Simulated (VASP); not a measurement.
# Sr2ReNiC6 (I4/m) in VASP: single point with r2SCAN

Aim: the single point of Sr2ReNiC6 with r2SCAN.

All numbers are computed with VASP 6.6.1; they aren't measurements. Logs are shortened: lines on timing, memory, paths and dates and some standing lists are left out, and cuts for length are marked.

## Step 1: The cell of the first run

The structure is tetragonal, space group I4/m (No. 87). The conventional cell has a = 5.568 Å, b = 5.568 Å, c = 7.950 Å, α = 90.00°, β = 90.00°, γ = 90.00°. Within 2.6 Å of Re (site symmetry 4/m) lie 6 C at 1.93 Å. Within 2.7 Å of Ni (site symmetry 4/m) lie 6 C at 2.04 Å. C (site symmetry m) has 1 Re at 1.93 Å and 1 Ni at 2.04 Å and 4 Sr at 2.64 to 2.96 Å and 8 C at 2.73 to 2.88 Å within 3.0 Å. C (site symmetry 4) has 1 Re at 1.93 Å and 1 Ni at 2.04 Å within 2.6 Å. Sr (site symmetry -4) has 12 C at 2.64 to 2.96 Å and 4 Re at 3.42 Å and 4 Ni at 3.42 Å within 3.5 Å.

## Step 2: Single point, r2SCAN

Contents of POSCAR:

```
Sr2ReNiC6
1.0
    0.0000000000      5.5677110000      0.0000000000
    5.5677110000      0.0000000000      0.0000000000
    2.7838560000      2.7838560000     -3.9750220000
Re Ni C Sr
1 1 6 2
Direct
    0.5000000000      0.5000000000      0.0000000000
    0.0000000000      0.0000000000      0.0000000000
    0.2277000000      0.2861000000      0.0000000000
    0.2861000000      0.7723000000      0.0000000000
    0.7723000000      0.7139000000      0.0000000000
    0.7139000000      0.2277000000      0.0000000000
    0.2571000000      0.2571000000      0.4858000000
    0.7429000000      0.7429000000      0.5142000000
    0.7500000000      0.2500000000      0.5000000000
    0.2500000000      0.7500000000      0.5000000000
```

Contents of INCAR.step1:

```
SYSTEM = Sr2ReNiC6
  PREC = Accurate
  ENCUT = 520
  ISMEAR = 1
  SIGMA = 0.258
  LREAL = .FALSE.
  LASPH = .TRUE.
  NELM = 60
  ISYM = 0
  NBANDS = 42
  GGA = PE
  ALGO = Normal
  EDIFF = 1E-4
  LWAVE = .TRUE.
  LCHARG = .FALSE.
```

Contents of INCAR.step2:

```
SYSTEM = Sr2ReNiC6
  PREC = Accurate
  ENCUT = 520
  EDIFF = 1E-7
  ISMEAR = 1
  SIGMA = 0.258
  LREAL = .FALSE.
  LASPH = .TRUE.
  NELM = 60
  ALGO = Normal
  ISIF = 2
  LWAVE = .FALSE.
  LCHARG = .FALSE.
  METAGGA = R2SCAN
  LMIXTAU = .TRUE.
  ISYM = 0
  NBANDS = 42
  ISTART = 1
```

Contents of KPOINTS:

```
Automatic mesh
0
G
  5 5 5
  0 0 0
```

Potentials or basis: VASP PAW PBE potentials, release 64 (Re, Ni, C, Sr_sv).

Command:

```bash
> cat potpaw_PBE.64/Re/POTCAR potpaw_PBE.64/Ni/POTCAR potpaw_PBE.64/C/POTCAR potpaw_PBE.64/Sr_sv/POTCAR > POTCAR
> cp INCAR.step1 INCAR
> mpirun -np 1 vasp_std > vasp.out
> cp INCAR.step2 INCAR
> mpirun -np 1 vasp_std > vasp.out
```

OUTCAR:

```text
SYSTEM = Sr2ReNiC6
   PREC = Accurate
   ENCUT = 520
   EDIFF = 1E-7
   ISMEAR = 1
   LREAL = .FALSE.
   LASPH = .TRUE.
   NELM = 60
   ISIF = 2
   METAGGA = R2SCAN
   ISYM = 0
   ISTART = 1

 ion  position               nearest neighbor table
   1  0.500  0.500  0.000-   3 1.93   4 1.93   5 1.93   6 1.93   7 1.93   8 1.93  10 3.42   9 3.42
                            10 3.42   9 3.42   9 3.42  10 3.42   9 3.42  10 3.42
   2  0.000  0.000  0.000-   3 2.04   4 2.04   5 2.04   6 2.04   8 2.04   7 2.04   9 3.42  10 3.42
                             9 3.42  10 3.42   9 3.42  10 3.42  10 3.42   9 3.42
   3  0.228  0.286  0.000-   1 1.93   2 2.04   9 2.64  10 2.64  10 2.96   9 2.96
   4  0.286  0.772  0.000-   1 1.93   2 2.04   9 2.64  10 2.64   9 2.96  10 2.96
   5  0.772  0.714  0.000-   1 1.93   2 2.04  10 2.64   9 2.64   9 2.96  10 2.96
   6  0.714  0.228  0.000-   1 1.93   2 2.04  10 2.64   9 2.64  10 2.96   9 2.96
   7  0.257  0.257  0.486-   1 1.93   2 2.04  10 2.78   9 2.78   9 2.78  10 2.78
   8  0.743  0.743  0.514-   1 1.93   2 2.04  10 2.78   9 2.78  10 2.78   9 2.78
   9  0.750  0.250  0.500-   4 2.64   3 2.64   5 2.64   6 2.64   7 2.78   8 2.78   8 2.78   7 2.78
                             4 2.96   5 2.96   3 2.96   6 2.96   2 3.42   1 3.42   2 3.42   1 3.42
  10  0.250  0.750  0.500-   6 2.64   5 2.64   3 2.64   4 2.64   7 2.78   8 2.78   8 2.78   7 2.78
                             6 2.96   3 2.96   5 2.96   4 2.96   2 3.42   1 3.42   2 3.42   1 3.42

IMPORTANT INFORMATION: All symmetrisations will be switched off!
NOSYMM: (Re-)initialisation of all symmetry stuff for point group C_1.

----------------------------------------------------------------------------------------

                                     Primitive cell

  volume of cell :     123.2233

  direct lattice vectors                    reciprocal lattice vectors
     0.000000000  5.567711000  0.000000000     0.000000000  0.179607023  0.125785490
     5.567711000  0.000000000  0.000000000     0.179607023  0.000000000  0.125785490
     2.783856000  2.783856000 -3.975022000     0.000000000  0.000000000 -0.251570935

  length of vectors
     5.567711000  5.567711000  5.594685725     0.219273054  0.219273054  0.251570935

  position of ions in fractional coordinates (direct lattice)
     0.500000000  0.500000000  0.000000000
     0.000000000  0.000000000  0.000000000
     0.227700000  0.286100000  0.000000000
     0.286100000  0.772300000  0.000000000
     0.772300000  0.713900000  0.000000000
     0.713900000  0.227700000  0.000000000
     0.257100000  0.257100000  0.485800000
     0.742900000  0.742900000  0.514200000
     0.750000000  0.250000000  0.500000000
     0.250000000  0.750000000  0.500000000

  ion indices of the primitive-cell ions
   primitive index   ion index
                 1           1
                 2           2
                 3           3
                 4           4
                 5           5
                 6           6
                 7           7
                 8           8
                 9           9
                10          10

----------------------------------------------------------------------------------------

 KPOINTS: Automatic mesh

Automatic generation of k-mesh.
 Grid dimensions read from file:
 generate k-points for:    5    5    5

 Generating k-lattice:

  Cartesian coordinates                     Fractional coordinates (reciprocal lattice)
     0.000000000  0.035921405  0.025157098     0.200000000  0.000000000  0.000000000
     0.035921405  0.000000000  0.025157098     0.000000000  0.200000000  0.000000000
     0.000000000  0.000000000 -0.050314187     0.000000000  0.000000000  0.200000000

  Length of vectors
     0.043854611  0.043854611  0.050314187

  Shift w.r.t. Gamma in fractional coordinates (k-lattice)
     0.000000000  0.000000000  0.000000000

 Subroutine IBZKPT returns following result:
 ===========================================

 Found     63 irreducible k-points:

 Following reciprocal coordinates:
            Coordinates               Weight
  0.000000  0.000000  0.000000      1.000000
  0.200000  0.000000  0.000000      2.000000
  0.000000 -0.200000 -0.200000      2.000000
 -0.200000  0.000000 -0.200000      2.000000
  0.000000  0.200000  0.000000      2.000000
  0.400000  0.000000  0.000000      2.000000
[... 16 lines left out ...]
  0.200000  0.400000  0.400000      2.000000
  0.400000 -0.200000  0.200000      2.000000
 [... further k-points ...]
   k-points           NKPTS =     63   k-points in BZ     NKDIM =     63   number of bands    NBANDS=     42
   number of dos      NEDOS =    301   number of ions     NIONS =     10
   total plane-waves  NPLWV =  74088
   dimension x,y,z NGX =    42 NGY =   42 NGZ =   42
   dimension x,y,z NGXF=    84 NGYF=   84 NGZF=   84
   ions per type =               1   1   6   2
   NGX,Y,Z   is equivalent  to a cutoff of  12.54, 12.54, 12.48 a.u.
   NGXF,Y,Z  is equivalent  to a cutoff of  25.08, 25.08, 24.96 a.u.
 SYSTEM =  Sr2ReNiC6
   PREC   = accura    normal or accurate (medium, high low for compatibility)
   ISTART =      1    job   : 0-new  1-cont  2-samecut
   ICHARG =      0    charge: 1-file 2-atom 10-const
   ISPIN  =      1    spin polarized calculation?
   LNONCOLLINEAR =      F non collinear calculations
   LSORBIT =      F    spin-orbit coupling
   LASPH  =      T    aspherical Exc in radial PAW
   ENCUT  =  520.0 eV  38.22 Ry    6.18 a.u.  10.35 10.35 10.40*2*pi/ulx,y,z
   NELM   =     60;   NELMIN=  2; NELMDL=  0     # of ELM steps
   EDIFF  = 0.1E-06   stopping-criterion for ELM
   LREAL  =      F    real-space projection
   EDIFFG = 0.1E-05   stopping-criterion for IOM
   NSW    =      0    number of steps for IOM
   IBRION =     -1    ionic relax: 0-MD 1-quasi-New 2-CG
   NFREE  =      0    steps in history (QN), initial steepest desc. (CG)
   ISIF   =      2    stress and relaxation
   ISYM   =      0    0-nonsym 1-usesym 2-fastsym
   POTIM  = 0.5000    time-step for ionic-motion
   TEBEG  =    0.0;   TEEND  =   0.0 temperature during run
   PSTRESS=    0.0 pullay stress
   NELECT =      61.0000    total number of electrons
   NUPDOWN=      -1.0000    fix difference up-down
   EMIN   =  10.00;   EMAX   =-10.00  energy-range for DOS
   EFERMI =   0.00;   METHOD = LEGACY
   ISMEAR =     1;   SIGMA  =   0.26  broadening in eV -4-tet -1-fermi 0-gaus
   EFERMI_NEDOS =   21; number of points for ismear=-14 and -15
   IALGO  =     38    algorithm
   IMIX   =      4    mixing-type and parameters
     AMIX     =   0.40;   BMIX     =  1.00
     AMIX_MAG =   1.60;   BMIX_MAG =  1.00
  volume/ion in A,a.u.               =      12.32        83.16
  Fermi-wavevector in a.u.,A,eV,Ry     =   1.295052  2.447293 22.819136  1.677159
  Thomas-Fermi vector in A             =   2.426596
   LORBIT       =      0    0 simple, 1 ext, 2 COOP (PROOUT), +10 PAW based schemes
   METAGGA = R2SCAN    functional components
   LHFCALC =     F    Hartree Fock is set to
   AEXX    =    0.0000 exact exchange contribution
   IVDW    =     0    specifies the selected vdW correction
   LEPSILON=     F    determine dielectric tensor
   LRPA    =     F    only Hartree local field effects (RPA)
 non-spin polarized calculation
 Methfessel and Paxton  Order N= 1 SIGMA  =   0.26
  energy-cutoff  :      520.00
  volume of cell :      123.22
 maximum number of plane-waves:      3338
 NGX is ok and might be reduce to    42
   NGX = 21   NGY = 21   NGZ = 21

 number of electron      61.0000001 magnetization

 Free energy of the ion-electron system (eV)
  ---------------------------------------------------
  ext. energy  EPLUGINS =         0.00000000
  ---------------------------------------------------
  free energy    TOTEN  =      -139.80754394 eV

  energy without entropy =     -139.77500619  energy(sigma->0) =     -139.79669802

 E-fermi :   5.3722     XC(G=0): -12.2173

 val. band max:        5.3714030347   @ k =  -0.4000  -0.4000   0.2000
 cond. band min:       5.3774368027   @ k =   0.0000   0.0000   0.4000
 fundamental gap:      0.0060337680
 Fermi energy:         5.3722149861

 k-point     1 :       0.0000    0.0000    0.0000
  band No.  band energies     occupation
      1     -29.6784      2.00000
      2     -29.6197      2.00000
      3     -11.5119      2.00000
      4     -11.4638      2.00000
      5     -11.4638      2.00000
      6     -11.1996      2.00000
[... 34 lines left out ...]
     41      10.3925     -0.00000
     42      11.2323      0.00000

 k-point     2 :       0.2000    0.0000    0.0000
  band No.  band energies     occupation
      1     -29.6724      2.00000
      2     -29.6251      2.00000
      3     -11.5051      2.00000
      4     -11.4631      2.00000
      5     -11.4467      2.00000
      6     -11.3305      2.00000
[... 34 lines left out ...]
     41      10.9270      0.00000
     42      11.6073      0.00000

 k-point     3 :       0.0000   -0.2000   -0.2000
  band No.  band energies     occupation
      1     -29.6724      2.00000
      2     -29.6251      2.00000
      3     -11.5051      2.00000
      4     -11.4631      2.00000
      5     -11.4467      2.00000
      6     -11.3305      2.00000
[... 34 lines left out ...]
     41      10.9270      0.00000
     42      11.6073      0.00000

 k-point     4 :      -0.2000    0.0000   -0.2000
  band No.  band energies     occupation
      1     -29.6724      2.00000
      2     -29.6251      2.00000
      3     -11.5051      2.00000
      4     -11.4631      2.00000
      5     -11.4467      2.00000
      6     -11.3305      2.00000
[... 844 lines left out ...]
     41      11.7369      0.00000
     42      12.6285      0.00000

 k-point    23 :       0.2000    0.4000    0.4000
  band No.  band energies     occupation
      1     -29.6606      2.00000
      2     -29.6356      2.00000
      3     -11.6734      2.00000
      4     -11.5879      2.00000
      5     -11.5342      2.00000
      6     -11.2309      2.00000
[... 34 lines left out ...]
     41      11.7369      0.00000
     42      12.6889      0.00000

 k-point    24 :       0.4000   -0.2000    0.2000
  band No.  band energies     occupation
      1     -29.6606      2.00000
      2     -29.6356      2.00000
      3     -11.6734      2.00000
      4     -11.5879      2.00000
      5     -11.5342      2.00000
      6     -11.2309      2.00000
[... 34 lines left out ...]
     41      11.7368      0.00000
     42      12.6468      0.00000

 [... further k-points ...]

------------------------ aborting loop because EDIFF is reached ----------------------------------------

  FORCE on cell =-STRESS in cart. coord.  units (eV):
  Direction    XX          YY          ZZ          XY          YZ          ZX
  --------------------------------------------------------------------------------------
  -------------------------------------------------------------------------------------
  Total       11.5495969     11.5498868     12.4050188      0.0004448     -0.0000157     -0.0000343
  in kB      150.1704575    150.1742273    161.2928454      0.0057830     -0.0002042     -0.0004465
  external PRESSURE =     153.8791767 kB  Pullay stress =       0.0000000 kB

 VOLUME and BASIS-vectors are now :
 -----------------------------------------------------------------------------
  energy-cutoff  :      520.00
  volume of cell :      123.22
      direct lattice vectors                 reciprocal lattice vectors
     0.000000000  5.567711000  0.000000000     0.000000000  0.179607023  0.125785490
     5.567711000  0.000000000  0.000000000     0.179607023  0.000000000  0.125785490
     2.783856000  2.783856000 -3.975022000     0.000000000  0.000000000 -0.251570935

 POSITION                                       TOTAL-FORCE (eV/Angst)
 -----------------------------------------------------------------------------------
      2.78386      2.78386      0.00000         0.000000      0.000001     -0.000082
      0.00000      0.00000      0.00000        -0.000003     -0.000010     -0.000028
      1.59292      1.26777      0.00000        -2.440332     -2.001882     -0.000010
      4.29994      1.59292      0.00000         2.001821     -2.440289      0.000008
      3.97479      4.29994      0.00000         2.440338      2.001885      0.000025
      1.26777      3.97479      0.00000        -2.001827      2.440290      0.000015
      2.78386      2.78386     -1.93107        -0.000008     -0.000012     -3.139854
      5.56771      5.56771     -2.04396         0.000009      0.000008      3.139930
      2.78386      5.56771     -1.98751         0.000000      0.000002     -0.000067
      5.56771      2.78386     -1.98751         0.000003      0.000006      0.000061
 -----------------------------------------------------------------------------------
    total drift:                                0.000003      0.000002     -0.000037

  FREE ENERGIE OF THE ION-ELECTRON SYSTEM (eV)
  ---------------------------------------------------
  free  energy   TOTEN  =      -139.8075439369 eV

  energy  without entropy=     -139.7750061853  energy(sigma->0) =     -139.79669802
```

It took 47 min on 1 thread of Intel Xeon 8259CL, shared host; peak memory 0.5 GiB.

What came out:

```yaml
Free_energy: -139.8075 eV
Pressure: 15.4 GPa
Largest_force: 3.156 eV/Å
Band_gap_on_the_k_mesh: zero (an odd number of electrons rules out a gap without spin polarisation)
```

Forces in eV/Å, atoms in the order of the input:
```
Re   0.000  0.000  0.000
Ni   0.000  0.000  0.000
C   -2.440 -2.002  0.000
C    2.002 -2.440  0.000
C    2.440  2.002  0.000
C   -2.002  2.440  0.000
C    0.000  0.000 -3.140
C    0.000  0.000  3.140
Sr   0.000  0.000  0.000
Sr   0.000  0.000  0.000
```

Levels at points of the mesh, in eV from the Fermi level:
```tsv
k point	band 28	band 29	band 30	band 31	band 32	band 33
(0.00, 0.00, 0.00)	-0.10	-0.02	0.09	0.09	1.75	1.76
```

Caveat: the cell stands under pressure; so wide a smearing shifts energies and pressures; the PAW data sets were made with another functional, which shifts forces and pressure a little; spin-orbit coupling is left out, which moves the levels of the heavy elements. Spin polarisation is off, so any magnetic state and its effect on volume and gap are missing.
